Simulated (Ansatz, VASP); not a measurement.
## BP: VASP beside Ansatz

```
P B
1.0
     0.00000    2.26900    2.26900
     2.26900    0.00000    2.26900
     2.26900    2.26900    0.00000
P B
1 1
Direct
  0.75000 0.75000 0.75000
  0.00000 0.00000 0.00000
```

Alike in both runs: functional r2SCAN; k mesh 6 × 6 × 6; occupations fermi-dirac, width 0.05 eV; no spin polarisation.

```csv
,VASP,Ansatz
version,VASP 6.6.1,Ansatz 0.2.0
potentials or method,"VASP PAW PBE potentials, release 64 (P, B)",Ansatz PAW
plane-wave cutoff (eV),520,500
valence electrons in the cell,8,8
task,single point,projected density of states
```

|  | VASP | Ansatz | Ansatz less VASP |
| --- | --- | --- | --- |
| gap on the k mesh at the Fermi level (eV) | 1.54 | 1.50 | -0.037 |
| least direct gap on the mesh (eV) | 3.64 | 3.60 | -0.040 |
| pressure (GPa) | -0.5 | 0.0 | +0.51 |

VASP's potentials were made for PBE, not for r2SCAN.
